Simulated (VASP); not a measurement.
# CdSe (P1) in VASP: a series of runs

The runs below take CdSe through single point, with PBE.

All numbers are computed with VASP 6.6.1; they aren't measurements. Logs are shortened: lines on timing, memory, paths and dates and some standing lists are left out, and cuts for length are marked.

**1. The cell of the first run**

The typed cell holds 16 atoms: a = 8.681 Å, b = 8.681 Å, c = 7.077 Å, α = 90.00°, β = 90.00°, γ = 120.00°.

**2. Single point, PBE**

INCAR

```
  ALGO = Normal
  EDIFF = 1E-7
  ENCUT = 520
  GGA = PE
  ISIF = 2
  ISMEAR = -1
  LASPH = T
  LCHARG = F
  LREAL = Auto
  LWAVE = F
  NBANDS = 86
  NELM = 60
  PREC = Accurate
  SIGMA = 0.052
```

KPOINTS

```
k-points
0
Gamma
  3 3 2
```

POSCAR

```
CdSe
1.0
    8.6814368821      0.0000000000      0.0000000000
   -4.3407184410      7.5183448812      0.0000000000
    0.0000000000      0.0000000000      7.0766648637
Cd Se
8 8
Direct
    0.1635383107      0.3290961028      0.0035759783
    0.3299396481      0.1634964902      0.5045369632
    0.1672369908      0.8347024643      0.0075104588
    0.3337854353      0.6680687145      0.5049556633
    0.6639879095      0.3309129921      0.0109876618
    0.8321753567      0.1679477358      0.5046750226
    0.6660929776      0.8307247271      0.0032198784
    0.8414444645      0.6726948657      0.5003269292
    0.1660426478      0.3305134360      0.3784778637
    0.3347230071      0.1635703096      0.8830772858
    0.1640354453      0.8344582616      0.3811637335
    0.3363811452      0.6682337774      0.8800083259
    0.6689396247      0.3427693250      0.3796703746
    0.8346273025      0.1665194960      0.8771130355
    0.6660741497      0.8290748959      0.3818523347
    0.8317373593      0.6682143583      0.8773247172
```

Potentials or basis: VASP PAW PBE potentials, release 64 (Cd, Se).

On the command line:

```bash
cat potpaw_PBE.64/Cd/POTCAR potpaw_PBE.64/Se/POTCAR > POTCAR
mpirun -np 1 vasp_std > vasp.out
```

OUTCAR:

```text
EDIFF = 1E-7
   ENCUT = 520
   GGA = PE
   ISIF = 2
   ISMEAR = -1
   LASPH = T
   LREAL = Auto
   NELM = 60
   PREC = Accurate

 ion  position               nearest neighbor table
   1  0.164  0.329  0.004-  14 2.63   9 2.65  10 2.67  12 2.70
   2  0.330  0.163  0.505-  11 2.62   9 2.64  10 2.68  13 2.70
   3  0.167  0.835  0.008-  10 2.62  11 2.64  12 2.68  16 2.69
   4  0.334  0.668  0.505-  15 2.65  12 2.65  11 2.67   9 2.69
   5  0.664  0.331  0.011-  13 2.61  10 2.64  14 2.69  16 2.71
   6  0.832  0.168  0.505-  14 2.64   9 2.66  13 2.69  15 2.69
[... 8 lines left out ...]
  15  0.666  0.829  0.382-   8 2.63   4 2.65   7 2.68   6 2.69
  16  0.832  0.668  0.877-   7 2.62   8 2.67   3 2.69   5 2.71

  LATTYP: Found a hexagonal cell.
 ALAT       =     8.6814368821
 C/A-ratio  =     0.8151490312

  Lattice vectors:

 A1 = (   8.6814368821,   0.0000000000,   0.0000000000)
 A2 = (  -4.3407184410,   7.5183448812,   0.0000000000)
 A3 = (   0.0000000000,   0.0000000000,   7.0766648637)

Analysis of symmetry for initial positions (statically):
=====================================================================
 Subroutine PRICEL returns:
 Original cell was already a primitive cell.

 Routine SETGRP: Setting up the symmetry group for a
 hexagonal supercell.

 Subroutine GETGRP returns: Found  1 space group operations
 (whereof  1 operations were pure point group operations)
 out of a pool of 24 trial point group operations.

The static configuration has the point symmetry C_1 .

Analysis of symmetry for dynamics (positions and initial velocities):
=====================================================================
 Subroutine PRICEL returns:
 Original cell was already a primitive cell.

 Routine SETGRP: Setting up the symmetry group for a
 hexagonal supercell.

 Subroutine GETGRP returns: Found  1 space group operations
 (whereof  1 operations were pure point group operations)
 out of a pool of 24 trial point group operations.

The dynamic configuration has the point symmetry C_1 .

 Subroutine INISYM returns: Found  1 space group operations
 (whereof  1 operations are pure point group operations),
 and found     1 'primitive' translations

----------------------------------------------------------------------------------------

                                     Primitive cell

  volume of cell :     461.8942

  direct lattice vectors                    reciprocal lattice vectors
     8.681436882  0.000000000  0.000000000     0.115188305  0.066503999  0.000000000
    -4.340718441  7.518344881  0.000000000     0.000000000  0.133007998  0.000000000
     0.000000000  0.000000000  7.076664864     0.000000000  0.000000000  0.141309504

  length of vectors
     8.681436882  8.681436882  7.076664864     0.133007998  0.133007998  0.141309504

  position of ions in fractional coordinates (direct lattice)
     0.163538311  0.329096103  0.003575978
     0.329939648  0.163496490  0.504536963
     0.167236991  0.834702464  0.007510459
     0.333785435  0.668068715  0.504955663
     0.663987910  0.330912992  0.010987662
     0.832175357  0.167947736  0.504675023
[... 8 lines left out ...]
     0.666074150  0.829074896  0.381852335
     0.831737359  0.668214358  0.877324717

  ion indices of the primitive-cell ions
   primitive index   ion index
                 1           1
                 2           2
                 3           3
                 4           4
                 5           5
                 6           6
[... 8 lines left out ...]
                15          15
                16          16

----------------------------------------------------------------------------------------

 KPOINTS: k-points

Automatic generation of k-mesh.
 Grid dimensions read from file:
 generate k-points for:    3    3    2

 Generating k-lattice:

  Cartesian coordinates                     Fractional coordinates (reciprocal lattice)
     0.038396102  0.022168000  0.000000000     0.333333333  0.000000000  0.000000000
     0.000000000  0.044335999  0.000000000     0.000000000  0.333333333  0.000000000
     0.000000000  0.000000000  0.070654752     0.000000000  0.000000000  0.500000000

  Length of vectors
     0.044335999  0.044335999  0.070654752

  Shift w.r.t. Gamma in fractional coordinates (k-lattice)
     0.000000000  0.000000000  0.000000000

 Subroutine IBZKPT returns following result:
 ===========================================

 Found     10 irreducible k-points:

 Following reciprocal coordinates:
            Coordinates               Weight
  0.000000  0.000000  0.000000      1.000000
  0.333333  0.000000  0.000000      2.000000
  0.000000  0.333333  0.000000      2.000000
 -0.333333  0.333333  0.000000      2.000000
  0.333333  0.333333  0.000000      2.000000
  0.000000  0.000000  0.500000      1.000000
  0.333333  0.000000  0.500000      2.000000
  0.000000  0.333333  0.500000      2.000000
 -0.333333  0.333333  0.500000      2.000000
  0.333333  0.333333  0.500000      2.000000
   k-points           NKPTS =     10   k-points in BZ     NKDIM =     10   number of bands    NBANDS=     86
   number of dos      NEDOS =    301   number of ions     NIONS =     16
   total plane-waves  NPLWV = 264600
   dimension x,y,z NGX =    70 NGY =   70 NGZ =   54
   dimension x,y,z NGXF=   140 NGYF=  140 NGZF=  108
   ions per type =               8   8
   NGX,Y,Z   is equivalent  to a cutoff of  13.40, 13.40, 12.69 a.u.
   NGXF,Y,Z  is equivalent  to a cutoff of  26.81, 26.81, 25.37 a.u.
 SYSTEM =  unknown system
   PREC   = accura    normal or accurate (medium, high low for compatibility)
   ISTART =      0    job   : 0-new  1-cont  2-samecut
   ICHARG =      2    charge: 1-file 2-atom 10-const
   ISPIN  =      1    spin polarized calculation?
   LNONCOLLINEAR =      F non collinear calculations
   LSORBIT =      F    spin-orbit coupling
   LASPH  =      T    aspherical Exc in radial PAW
   ENCUT  =  520.0 eV  38.22 Ry    6.18 a.u.  16.14 16.14 13.16*2*pi/ulx,y,z
   NELM   =     60;   NELMIN=  2; NELMDL= -5     # of ELM steps
   EDIFF  = 0.1E-06   stopping-criterion for ELM
   LREAL  =      T    real-space projection
   EDIFFG = 0.1E-05   stopping-criterion for IOM
   NSW    =      0    number of steps for IOM
   IBRION =     -1    ionic relax: 0-MD 1-quasi-New 2-CG
   NFREE  =      0    steps in history (QN), initial steepest desc. (CG)
   ISIF   =      2    stress and relaxation
   ISYM   =      2    0-nonsym 1-usesym 2-fastsym
   POTIM  = 0.5000    time-step for ionic-motion
   TEBEG  =    0.0;   TEEND  =   0.0 temperature during run
   PSTRESS=    0.0 pullay stress
   NELECT =     144.0000    total number of electrons
   NUPDOWN=      -1.0000    fix difference up-down
   EMIN   =  10.00;   EMAX   =-10.00  energy-range for DOS
   EFERMI =   0.00;   METHOD = LEGACY
   ISMEAR =    -1;   SIGMA  =   0.05  broadening in eV -4-tet -1-fermi 0-gaus
   EFERMI_NEDOS =   21; number of points for ismear=-14 and -15
   IALGO  =     38    algorithm
   IMIX   =      4    mixing-type and parameters
     AMIX     =   0.40;   BMIX     =  1.00
     AMIX_MAG =   1.60;   BMIX_MAG =  1.00
  volume/ion in A,a.u.               =      28.87       194.81
  Fermi-wavevector in a.u.,A,eV,Ry     =   1.110064  2.097718 16.765683  1.232243
  Thomas-Fermi vector in A             =   2.246612
   LORBIT       =      0    0 simple, 1 ext, 2 COOP (PROOUT), +10 PAW based schemes
   GGA     = PE    functional components
   LHFCALC =     F    Hartree Fock is set to
   AEXX    =    0.0000 exact exchange contribution
   IVDW    =     0    specifies the selected vdW correction
   LEPSILON=     F    determine dielectric tensor
   LRPA    =     F    only Hartree local field effects (RPA)
 non-spin polarized calculation
  energy-cutoff  :      520.00
  volume of cell :      461.89
 maximum number of plane-waves:     12468
 NGX is ok and might be reduce to    70
   NGX = 33   NGY = 33   NGZ = 27

 number of electron     143.9999993 magnetization

 Free energy of the ion-electron system (eV)
  ---------------------------------------------------
  ext. energy  EPLUGINS =         0.00000000
  ---------------------------------------------------
  free energy    TOTEN  =       -43.79718348 eV

  energy without entropy =      -43.79678069  energy(sigma->0) =      -43.79698209

 E-fermi :   1.0752     XC(G=0):  -8.7613

 val. band max:        0.7554541555   @ k =   0.0000   0.0000   0.0000
 cond. band min:       1.3509106092   @ k =   0.0000   0.0000   0.0000
 fundamental gap:      0.5954564536
 Fermi energy:         1.0751968201

 k-point     1 :       0.0000    0.0000    0.0000
  band No.  band energies     occupation
      1     -11.7398      2.00000
      2     -11.4756      2.00000
      3     -11.3637      2.00000
      4     -11.3574      2.00000
      5     -11.3156      2.00000
      6     -11.2694      2.00000
[... 76 lines left out ...]
     83       5.5927      0.00000
     84       6.5735      0.00000

 k-point     2 :       0.3333    0.0000    0.0000
  band No.  band energies     occupation
      1     -11.6724      2.00000
      2     -11.5015      2.00000
      3     -11.4111      2.00000
      4     -11.3562      2.00000
      5     -11.3151      2.00000
      6     -11.2616      2.00000
[... 76 lines left out ...]
     83       5.8128      0.00000
     84       6.0003      0.00000

 k-point     3 :       0.0000    0.3333    0.0000
  band No.  band energies     occupation
      1     -11.6720      2.00000
      2     -11.5126      2.00000
      3     -11.3921      2.00000
      4     -11.3491      2.00000
      5     -11.3267      2.00000
      6     -11.2707      2.00000
[... 76 lines left out ...]
     83       5.8061      0.00000
     84       5.9736      0.00000

 k-point     4 :      -0.3333    0.3333    0.0000
  band No.  band energies     occupation
      1     -11.6744      2.00000
      2     -11.4989      2.00000
      3     -11.4141      2.00000
      4     -11.3563      2.00000
      5     -11.3017      2.00000
      6     -11.2664      2.00000
[... 76 lines left out ...]
     83       5.7496      0.00000
     84       5.9978      0.00000

 k-point     5 :       0.3333    0.3333    0.0000
  band No.  band energies     occupation
      1     -11.6172      2.00000
      2     -11.5071      2.00000
      3     -11.4817      2.00000
      4     -11.3463      2.00000
      5     -11.2898      2.00000
      6     -11.2620      2.00000
[... 76 lines left out ...]
     83       5.8460      0.00000
     84       5.8876      0.00000

 k-point     6 :       0.0000    0.0000    0.5000
  band No.  band energies     occupation
      1     -11.6192      2.00000
      2     -11.5110      2.00000
      3     -11.3977      2.00000
      4     -11.3126      2.00000
      5     -11.3036      2.00000
      6     -11.2751      2.00000
[... 76 lines left out ...]
     83       5.5585      0.00000
     84       5.6117      0.00000

 k-point     7 :       0.3333    0.0000    0.5000
  band No.  band energies     occupation
      1     -11.5823      2.00000
      2     -11.4579      2.00000
      3     -11.4081      2.00000
      4     -11.3441      2.00000
      5     -11.3214      2.00000
      6     -11.2871      2.00000
[... 76 lines left out ...]
     83       5.8196      0.00000
     84       5.8424      0.00000

 k-point     8 :       0.0000    0.3333    0.5000
  band No.  band energies     occupation
      1     -11.5823      2.00000
      2     -11.4603      2.00000
      3     -11.4122      2.00000
      4     -11.3306      2.00000
      5     -11.3056      2.00000
      6     -11.3037      2.00000
[... 76 lines left out ...]
     83       5.8180      0.00000
     84       5.8326      0.00000

 k-point     9 :      -0.3333    0.3333    0.5000
  band No.  band energies     occupation
      1     -11.5848      2.00000
      2     -11.4567      2.00000
      3     -11.3946      2.00000
      4     -11.3526      2.00000
      5     -11.3409      2.00000
      6     -11.2757      2.00000
[... 76 lines left out ...]
     83       5.8168      0.00000
     84       5.8409      0.00000

 k-point    10 :       0.3333    0.3333    0.5000
  band No.  band energies     occupation
      1     -11.5620      2.00000
      2     -11.4089      2.00000
      3     -11.3954      2.00000
      4     -11.3667      2.00000
      5     -11.3605      2.00000
      6     -11.3221      2.00000
[... 76 lines left out ...]
     83       5.7021      0.00000
     84       5.7280      0.00000
 [bands above 84 left out]

------------------------ aborting loop because EDIFF is reached ----------------------------------------

  FORCE on cell =-STRESS in cart. coord.  units (eV):
  Direction    XX          YY          ZZ          XY          YZ          ZX
  --------------------------------------------------------------------------------------
  -------------------------------------------------------------------------------------
  Total        5.3072448      4.6109414      5.5419178      0.6417414      0.1570178      0.0042992
  in kB       18.4092977     15.9940223     19.2233104      2.2260153      0.5446493      0.0149126
  external PRESSURE =      17.8755435 kB  Pullay stress =       0.0000000 kB

 VOLUME and BASIS-vectors are now :
 -----------------------------------------------------------------------------
  energy-cutoff  :      520.00
  volume of cell :      461.89
      direct lattice vectors                 reciprocal lattice vectors
     8.681436882  0.000000000  0.000000000     0.115188305  0.066503999  0.000000000
    -4.340718441  7.518344881  0.000000000     0.000000000  0.133007998  0.000000000
     0.000000000  0.000000000  7.076664864     0.000000000  0.000000000  0.141309504

 POSITION                                       TOTAL-FORCE (eV/Angst)
 -----------------------------------------------------------------------------------
     -0.00877      2.47426      0.02531         0.112444      0.148436     -0.054778
      2.15466      1.22922      3.57044         0.142935      0.219769      0.100728
     -2.17135      6.27558      0.05315        -0.048175     -0.229416     -0.145799
     -0.00216      5.02277      3.57340        -0.011373     -0.119029     -0.032715
      4.32797      2.48792      0.07776         0.169100      0.164862     -0.271461
      6.49546      1.26269      3.57142        -0.065994     -0.050757     -0.182897
[... 8 lines left out ...]
      2.18370      6.23327      2.70224        -0.155802      0.293966     -0.135160
      4.32014      5.02387      6.20853         0.277227     -0.183607      0.070419
 -----------------------------------------------------------------------------------
    total drift:                               -0.010367      0.005008      0.008431

  FREE ENERGIE OF THE ION-ELECTRON SYSTEM (eV)
  ---------------------------------------------------
  free  energy   TOTEN  =       -43.7971834829 eV

  energy  without entropy=      -43.7967806892  energy(sigma->0) =      -43.79698209
```

Wall time 8.2 min (1 thread of AMD EPYC 9R45 (Zen 5), shared host); peak memory 0.65 GiB.

What came out:

- Free energy: -43.7972 eV
- Pressure: 1.8 GPa
- Largest force: 0.502 eV/Å
- Band gap on the k mesh: 0.60 eV

Forces on the atoms (eV/Å):
```
Cd   0.112  0.148 -0.055
Cd   0.143  0.220  0.101
Cd  -0.048 -0.229 -0.146
Cd  -0.011 -0.119 -0.033
Cd   0.169  0.165 -0.271
Cd  -0.066 -0.051 -0.183
Cd   0.013  0.152  0.113
Cd  -0.294 -0.114  0.288
Se  -0.111  0.164  0.080
Se  -0.122  0.137 -0.180
Se   0.489  0.037 -0.109
Se  -0.230 -0.180  0.062
Se   0.038 -0.419  0.234
Se  -0.202 -0.020  0.165
Se  -0.156  0.294 -0.135
Se   0.277 -0.184  0.070
```

Caveat: the k points lie up to 0.44 Å⁻¹ apart; semilocal functionals underestimate gaps, and a narrow one can read as zero.

**3. Single point, PBE**

INCAR

```
SYSTEM = CdSe
  PREC = Accurate
  ENCUT = 520
  EDIFF = 1E-6
  ISMEAR = -1
  SIGMA = 0.052
  LREAL = Auto
  LASPH = .True.
  NELM = 80
  ALGO = Normal
  ISIF = 2
  LWAVE = .False.
  LCHARG = .False.
  GGA = PE
  NBANDS = 86
```

KPOINTS

```
Automatic mesh
0
Gamma
  3 3 2
  0 0 0
```

POSCAR

```
CdSe
1.0
    8.6814368821      0.0000000000      0.0000000000
   -4.3407184410      7.5183448812      0.0000000000
    0.0000000000      0.0000000000      7.0766648637
Cd Se
8 8
Direct
    0.1605982300      0.3250214028      0.0025650501
    0.3268012840      0.1605715113      0.5046672506
    0.1676347419      0.8358202635      0.0103216701
    0.3341644410      0.6693400050      0.5053497755
    0.6615583172      0.3286718073      0.0171346252
    0.8309291540      0.1691740696      0.5046122812
    0.6656140203      0.8282820353      0.0020454551
    0.8491964403      0.6785925733      0.4964707341
    0.1653964515      0.3279419924      0.3766035345
    0.3360549991      0.1606928146      0.8853869896
    0.1621062366      0.8356450920      0.3816735782
    0.3389796947      0.6695236890      0.8796443127
    0.6709392026      0.3515402714      0.3792520985
    0.8356391178      0.1663432604      0.8740223141
    0.6654973294      0.8252744584      0.3830095182
    0.8303739898      0.6694816585      0.8742858563
```

Potentials or basis: VASP PAW PBE potentials, release 64 (Cd, Se).

On the command line:

```bash
cat potpaw_PBE.64/Cd/POTCAR potpaw_PBE.64/Se/POTCAR > POTCAR
mpirun -np 1 vasp_std > vasp.out
```

Run time: 7.3 min. Hardware: 1 thread of AMD EPYC 9R45 (Zen 5), shared host; peak memory 0.65 GiB.

It converged, with:

```yaml
Free_energy: -43.5811 eV
Pressure: 2.0 GPa
Largest_force: 1.073 eV/Å
Band_gap_on_the_k_mesh: 0.57 eV
```

Forces in eV/Å, atoms in the order of the input:
```
Cd   0.221  0.271 -0.093
Cd   0.251  0.440  0.198
Cd  -0.087 -0.436 -0.291
Cd  -0.010 -0.217 -0.056
Cd   0.310  0.280 -0.536
Cd  -0.107 -0.082 -0.344
Cd   0.020  0.290  0.211
Cd  -0.687 -0.278  0.589
Se  -0.204  0.286  0.145
Se  -0.229  0.272 -0.331
Se   1.036  0.128 -0.248
Se  -0.435 -0.326  0.111
Se   0.073 -0.791  0.459
Se  -0.370 -0.044  0.314
Se  -0.294  0.527 -0.244
Se   0.513 -0.319  0.117
```

Stress tensor (GPa, compression positive):
```
 2.09  0.48 -0.03
 0.48  1.64  0.10
-0.03  0.10  2.15
```

Levels at points of the mesh, in eV from the valence-band top:
```csv
k point,band 69,band 70,band 71,band 72,band 73,band 74,band 75,band 76
"(0.00, 0.00, 0.00)",-0.66,-0.07,-0.03,0.00,0.57,2.16,3.00,3.03
"(0.00, 0.00, 0.50)",-0.46,-0.42,-0.39,-0.33,2.23,2.34,2.78,2.83
```

Caveat: the k points lie up to 0.44 Å⁻¹ apart; semilocal functionals underestimate gaps, and a narrow one can read as zero; forces of over 1 eV/Å act on the atoms, so gaps and moduli don't describe the material at rest.
